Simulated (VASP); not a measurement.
# Ge (Fd-3m) in VASP: single point with PBE

Aim: the single point of Ge with PBE.

Everything below comes from runs of VASP 6.6.1. Logs are shortened: lines on timing, memory, paths and dates and some standing lists are left out, and cuts for length are marked.

**1. The cell of the first run**

The structure is cubic, space group Fd-3m (No. 227). Conventional cell: a = 5.658 Å, b = 5.658 Å, c = 5.658 Å, α = 90.00°, β = 90.00°, γ = 90.00°. Within 3.2 Å of Ge (site symmetry -43m) lie 4 Ge at 2.45 Å.

**2. Single point, PBE**

Contents of INCAR:

```
SYSTEM = Ge
  PREC = Accurate
  ENCUT = 500
  EDIFF = 1E-6
  ISMEAR = -1
  SIGMA = 0.05
  LREAL = .FALSE.
  LASPH = .TRUE.
  NELM = 120
  ALGO = Normal
  ISIF = 2
  LWAVE = .FALSE.
  LCHARG = .TRUE.
  GGA = PE
  LELF = .TRUE.
  LVHAR = .TRUE.
  NBANDS = 126
  GGA_COMPAT = .FALSE.
```

Contents of KPOINTS:

```
regular mesh
0
G
  2 2 2
  0 0 0
```

Contents of POSCAR:

```
Ge
1.0
    0.0000000000      5.6578200000      5.6578200000
    5.6578200000      0.0000000000      5.6578200000
    5.6578200000      5.6578200000      0.0000000000
Ge
16
Direct
    0.0000000000      0.0000000000      0.0000000000
    0.1250000000      0.1250000000      0.1250000000
    0.0000000000      0.0000000000      0.5000000000
    0.1250000000      0.1250000000      0.6250000000
    0.0000000000      0.5000000000      0.0000000000
    0.1250000000      0.6250000000      0.1250000000
    0.0000000000      0.5000000000      0.5000000000
    0.1250000000      0.6250000000      0.6250000000
    0.5000000000      0.0000000000      0.0000000000
    0.6250000000      0.1250000000      0.1250000000
    0.5000000000      0.0000000000      0.5000000000
    0.6250000000      0.1250000000      0.6250000000
    0.5000000000      0.5000000000      0.0000000000
    0.6250000000      0.6250000000      0.1250000000
    0.5000000000      0.5000000000      0.5000000000
    0.6250000000      0.6250000000      0.6250000000
```

Potentials or basis: VASP PAW PBE potentials, release 64 (Ge_d).

Started as:

```
$ cat potpaw_PBE.64/Ge_d/POTCAR > POTCAR
$ mpirun -np 1 vasp_std > vasp.out
```

OUTCAR:

```text
SYSTEM = Ge
   PREC = Accurate
   ENCUT = 500
   EDIFF = 1E-6
   ISMEAR = -1
   LREAL = .FALSE.
   LASPH = .TRUE.
   NELM = 120
   ISIF = 2
   GGA = PE

 ion  position               nearest neighbor table
   1  0.000  0.000  0.000-   2 2.45   4 2.45   6 2.45  10 2.45
   2  0.125  0.125  0.125-   1 2.45   3 2.45   5 2.45   9 2.45
   3  0.000  0.000  0.500-   2 2.45   4 2.45   8 2.45  12 2.45
   4  0.125  0.125  0.625-   1 2.45   3 2.45   7 2.45  11 2.45
   5  0.000  0.500  0.000-   2 2.45   6 2.45   8 2.45  14 2.45
   6  0.125  0.625  0.125-   1 2.45   5 2.45   7 2.45  13 2.45
[... 8 lines left out ...]
  15  0.500  0.500  0.500-   8 2.45  12 2.45  14 2.45  16 2.45
  16  0.625  0.625  0.625-   7 2.45  11 2.45  13 2.45  15 2.45

  LATTYP: Found a face centered cubic cell.
 ALAT       =    11.3156400000

  Lattice vectors:

 A1 = (   0.0000000000,   5.6578200000,   5.6578200000)
 A2 = (   5.6578200000,   0.0000000000,   5.6578200000)
 A3 = (   5.6578200000,   5.6578200000,   0.0000000000)

Analysis of symmetry for initial positions (statically):
=====================================================================
 Subroutine PRICEL returns following result:

  LATTYP: Found a face centered cubic cell.
 ALAT       =     5.6578200000

  Lattice vectors:

 A1 = (   0.0000000000,   2.8289100000,   2.8289100000)
 A2 = (   2.8289100000,   0.0000000000,   2.8289100000)
 A3 = (   2.8289100000,   2.8289100000,   0.0000000000)

   8 primitive cells build up your supercell.

 Routine SETGRP: Setting up the symmetry group for a
 face centered cubic supercell.

 Subroutine GETGRP returns: Found 48 space group operations
 (whereof 24 operations were pure point group operations)
 out of a pool of 48 trial point group operations.

The static configuration has the point symmetry T_d .
 The point group associated with its full space group is O_h .

Analysis of symmetry for dynamics (positions and initial velocities):
=====================================================================
 Subroutine PRICEL returns following result:

  LATTYP: Found a face centered cubic cell.
 ALAT       =     5.6578200000

  Lattice vectors:

 A1 = (   0.0000000000,   2.8289100000,   2.8289100000)
 A2 = (   2.8289100000,   0.0000000000,   2.8289100000)
 A3 = (   2.8289100000,   2.8289100000,   0.0000000000)

   8 primitive cells build up your supercell.

 Routine SETGRP: Setting up the symmetry group for a
 face centered cubic supercell.

 Subroutine GETGRP returns: Found 48 space group operations
 (whereof 24 operations were pure point group operations)
 out of a pool of 48 trial point group operations.

The dynamic configuration has the point symmetry T_d .
 The point group associated with its full space group is O_h .

 Subroutine INISYM returns: Found 48 space group operations
 (whereof 24 operations are pure point group operations),
 and found     8 'primitive' translations

----------------------------------------------------------------------------------------

                                     Primitive cell

  volume of cell :      45.2780

  direct lattice vectors                    reciprocal lattice vectors
     0.000000000  2.828910000  2.828910000    -0.176746521  0.176746521  0.176746521
     2.828910000  0.000000000  2.828910000     0.176746521 -0.176746521  0.176746521
     2.828910000  2.828910000  0.000000000     0.176746521  0.176746521 -0.176746521

  length of vectors
     4.000682889  4.000682889  4.000682889     0.306133954  0.306133954  0.306133954

  position of ions in fractional coordinates (direct lattice)
     0.000000000  0.000000000  0.000000000
     0.250000000  0.250000000  0.250000000

  ion indices of the primitive-cell ions
   primitive index   ion index
                 1           1
                 2           2

----------------------------------------------------------------------------------------

 KPOINTS: regular mesh

Automatic generation of k-mesh.
 Grid dimensions read from file:
 generate k-points for:    2    2    2

 Generating k-lattice:

  Cartesian coordinates                     Fractional coordinates (reciprocal lattice)
    -0.044186630  0.044186630  0.044186630     0.500000000  0.000000000  0.000000000
     0.044186630 -0.044186630  0.044186630     0.000000000  0.500000000  0.000000000
     0.044186630  0.044186630 -0.044186630     0.000000000  0.000000000  0.500000000

  Length of vectors
     0.076533488  0.076533488  0.076533488

  Shift w.r.t. Gamma in fractional coordinates (k-lattice)
     0.000000000  0.000000000  0.000000000

 Subroutine IBZKPT returns following result:
 ===========================================

 Found      3 irreducible k-points:

 Following reciprocal coordinates:
            Coordinates               Weight
  0.000000  0.000000  0.000000      1.000000
  0.500000  0.000000  0.000000      4.000000
  0.500000  0.500000  0.000000      3.000000
   k-points           NKPTS =      3   k-points in BZ     NKDIM =      3   number of bands    NBANDS=    126
   number of dos      NEDOS =    301   number of ions     NIONS =     16
   total plane-waves  NPLWV = 216000
   dimension x,y,z NGX =    60 NGY =   60 NGZ =   60
   dimension x,y,z NGXF=   120 NGYF=  120 NGZF=  120
   ions per type =              16
   NGX,Y,Z   is equivalent  to a cutoff of  12.47, 12.47, 12.47 a.u.
   NGXF,Y,Z  is equivalent  to a cutoff of  24.93, 24.93, 24.93 a.u.
 SYSTEM =  Ge
   PREC   = accura    normal or accurate (medium, high low for compatibility)
   ISTART =      0    job   : 0-new  1-cont  2-samecut
   ICHARG =      2    charge: 1-file 2-atom 10-const
   ISPIN  =      1    spin polarized calculation?
   LNONCOLLINEAR =      F non collinear calculations
   LSORBIT =      F    spin-orbit coupling
   LASPH  =      T    aspherical Exc in radial PAW
   ENCUT  =  500.0 eV  36.75 Ry    6.06 a.u.  14.59 14.59 14.59*2*pi/ulx,y,z
   NELM   =    120;   NELMIN=  2; NELMDL= -5     # of ELM steps
   EDIFF  = 0.1E-05   stopping-criterion for ELM
   LREAL  =      F    real-space projection
[... 7 lines left out ...]
   TEBEG  =    0.0;   TEEND  =   0.0 temperature during run
   PSTRESS=    0.0 pullay stress
   NELECT =     224.0000    total number of electrons
   NUPDOWN=      -1.0000    fix difference up-down
   EMIN   =  10.00;   EMAX   =-10.00  energy-range for DOS
   EFERMI =   0.00;   METHOD = LEGACY
   ISMEAR =    -1;   SIGMA  =   0.05  broadening in eV -4-tet -1-fermi 0-gaus
   EFERMI_NEDOS =   21; number of points for ismear=-14 and -15
   IALGO  =     38    algorithm
   IMIX   =      4    mixing-type and parameters
     AMIX     =   0.40;   BMIX     =  1.00
     AMIX_MAG =   1.60;   BMIX_MAG =  1.00
  volume/ion in A,a.u.               =      22.64       152.78
  Fermi-wavevector in a.u.,A,eV,Ry     =   1.394756  2.635708 26.468033  1.945346
  Thomas-Fermi vector in A             =   2.518275
   LORBIT       =      0    0 simple, 1 ext, 2 COOP (PROOUT), +10 PAW based schemes
   GGA     = PE    functional components
   LHFCALC =     F    Hartree Fock is set to
   AEXX    =    0.0000 exact exchange contribution
   IVDW    =     0    specifies the selected vdW correction
   LEPSILON=     F    determine dielectric tensor
   LRPA    =     F    only Hartree local field effects (RPA)
 non-spin polarized calculation
  energy-cutoff  :      500.00
  volume of cell :      362.22
 maximum number of plane-waves:      9257
 NGX is ok and might be reduce to    60
   NGX = 29   NGY = 29   NGZ = 29

 number of electron     224.0000175 magnetization

 Free energy of the ion-electron system (eV)
  ---------------------------------------------------
  ext. energy  EPLUGINS =         0.00000000
  ---------------------------------------------------
  free energy    TOTEN  =       -70.01393635 eV

  energy without entropy =      -69.97122244  energy(sigma->0) =      -69.99257940

 E-fermi :   5.0851     XC(G=0):  -9.8904

 val. band max:        5.0758067258   @ k =   0.0000   0.0000   0.0000
 cond. band min:       5.2173512789   @ k =   0.0000   0.0000   0.0000
 fundamental gap:      0.1415445531
 Fermi energy:         5.0851281044

 k-point     1 :       0.0000    0.0000    0.0000
  band No.  band energies     occupation
      1     -19.7958      2.00000
      2     -19.7958      2.00000
      3     -19.7958      2.00000
      4     -19.7958      2.00000
      5     -19.7958      2.00000
      6     -19.7958      2.00000
[... 116 lines left out ...]
    123       5.7812      0.00000
    124       7.5732      0.00000

 k-point     2 :       0.5000    0.0000    0.0000
  band No.  band energies     occupation
      1     -19.8075      2.00000
      2     -19.8075      2.00000
      3     -19.8075      2.00000
      4     -19.8075      2.00000
      5     -19.8075      2.00000
      6     -19.8075      2.00000
[... 116 lines left out ...]
    123       8.6559      0.00000
    124       8.6559      0.00000

 k-point     3 :       0.5000    0.5000    0.0000
  band No.  band energies     occupation
      1     -19.8097      2.00000
      2     -19.8097      2.00000
      3     -19.8097      2.00000
      4     -19.8097      2.00000
      5     -19.8026      2.00000
      6     -19.8026      2.00000
[... 116 lines left out ...]
    123       9.3532      0.00000
    124       9.3554      0.00000
 [bands above 124 left out]

------------------------ aborting loop because EDIFF is reached ----------------------------------------

  FORCE on cell =-STRESS in cart. coord.  units (eV):
  Direction    XX          YY          ZZ          XY          YZ          ZX
  --------------------------------------------------------------------------------------
  -------------------------------------------------------------------------------------
  Total        9.3578255      9.3578255      9.3578255      0.0000000      0.0000000      0.0000000
  in kB       41.3912124     41.3912124     41.3912124      0.0000000      0.0000000      0.0000000
  external PRESSURE =      41.3912124 kB  Pullay stress =       0.0000000 kB

 VOLUME and BASIS-vectors are now :
 -----------------------------------------------------------------------------
  energy-cutoff  :      500.00
  volume of cell :      362.22
      direct lattice vectors                 reciprocal lattice vectors
     0.000000000  5.657820000  5.657820000    -0.088373260  0.088373260  0.088373260
     5.657820000  0.000000000  5.657820000     0.088373260 -0.088373260  0.088373260
     5.657820000  5.657820000  0.000000000     0.088373260  0.088373260 -0.088373260

 POSITION                                       TOTAL-FORCE (eV/Angst)
 -----------------------------------------------------------------------------------
      0.00000      0.00000      0.00000         0.000000     -0.000000      0.000000
      1.41446      1.41446      1.41446        -0.000000      0.000000     -0.000000
      2.82891      2.82891      0.00000        -0.000000     -0.000000      0.000000
      4.24336      4.24336      1.41446         0.000000      0.000000     -0.000000
      2.82891      0.00000      2.82891        -0.000000     -0.000000      0.000000
      4.24336      1.41446      4.24336         0.000000      0.000000     -0.000000
[... 8 lines left out ...]
      5.65782      5.65782      5.65782        -0.000000     -0.000000      0.000000
      7.07228      7.07228      7.07228         0.000000      0.000000     -0.000000
 -----------------------------------------------------------------------------------
    total drift:                                0.000000      0.000000      0.000000

  FREE ENERGIE OF THE ION-ELECTRON SYSTEM (eV)
  ---------------------------------------------------
  free  energy   TOTEN  =       -70.0139363497 eV

  energy  without entropy=      -69.9712224437  energy(sigma->0) =      -69.99257940
```

It took 3.9 min on 1 thread of Intel Xeon 8259CL, shared host; peak memory 0.47 GiB.

What came out:

```yaml
Free_energy: -70.0139 eV
Pressure: 4.1 GPa
Band_gap_on_the_k_mesh: 0.04 eV
```

Levels at points of the mesh, in eV from the valence-band top:
```tsv
k point	band 110	band 111	band 112	band 113	band 114	band 115
(0.00, 0.00, 0.00)	0.00	0.00	0.00	0.04	0.18	0.18
(0.50, 0.00, 0.00)	-0.89	-0.89	-0.89	0.67	0.67	1.41
(0.50, 0.50, 0.00)	-1.51	-1.51	-1.51	1.01	1.01	1.96
```

Caveat: the k points lie up to 0.48 Å⁻¹ apart; the smearing spreads over this small gap.

The gap in the log of VASP goes by the Fermi energy; the results here count the filled bands.